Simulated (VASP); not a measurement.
Crystal: In3Sb2.

```
In Sb
1.0
     4.53347    0.00000    0.00000
    -2.26673    3.92610    0.00000
     0.00000    0.00000    7.05334
In Sb
3 2
Cartesian
  0.0000 0.0000 0.0000
  0.0000 2.6174 4.5494
  2.2667 1.3087 2.5039
  0.0000 2.6174 1.7281
  2.2667 1.3087 5.3253
```

```yaml
Program: VASP 6.6.1
Task: relaxation of cell and atoms
Functional: PBE
Potentials_or_basis: VASP PAW PBE potentials, release 64 (In_d, Sb)
Cutoff: 600 eV
k_mesh: 6 × 6 × 4
Occupations: gaussian, width 0.1 eV
Spin: no spin polarisation
```

At the start: pressure 17.9 GPa; volume 25.11 Å³/atom.

Q: Where does the relaxation end?

A: Over 13 steps the energy falls by 336.0 meV/atom and the volume is 31.76 Å³/atom (+26.5 %); space group P-3m1 (No. 164, to 0.1 Å) before and after.

Step by step:
| step | energy change (eV) | largest force (eV/Å) | pressure (GPa) | volume (Å³) |
| --- | --- | --- | --- | --- |
| 1 | 0.0000 | 1.7074 | 17.87 | 125.54 |
| 2 | -1.3761 | 0.2746 | -3.56 | 183.59 |
| 3 | -1.6638 | 0.1215 | 0.06 | 161.08 |
| 4 | -1.6639 | 0.1030 | -0.13 | 161.85 |
| 5 | -1.6669 | 0.1051 | -0.14 | 161.62 |
| 6 | -1.6724 | 0.1142 | -0.12 | 160.94 |
| 7 | -1.6730 | 0.1206 | -0.08 | 160.62 |
| 8 | -1.6763 | 0.0893 | -0.01 | 159.82 |
| 9 | -1.6787 | 0.0505 | 0.08 | 158.80 |
| 10 | -1.6770 | 0.0219 | 0.39 | 156.78 |
| 11 | -1.6791 | 0.0249 | 0.20 | 158.12 |
| 12 | -1.6793 | 0.0346 | -0.15 | 159.36 |
| 13 | -1.6798 | 0.0115 | 0.00 | 158.78 |

Final structure:
```
In Sb
1.0
     4.97398    0.00000    0.00000
    -2.48699    4.30760    0.00000
     0.00000    0.00000    7.41058
In Sb
3 2
Direct
  0.00000 0.00000 0.00000
  0.33333 0.66667 0.64456
  0.66667 0.33333 0.35544
  0.33333 0.66667 0.22639
  0.66667 0.33333 0.77361
```

Caveat: the volume moved by over 15 % at a fixed basis, so the end points are rough.
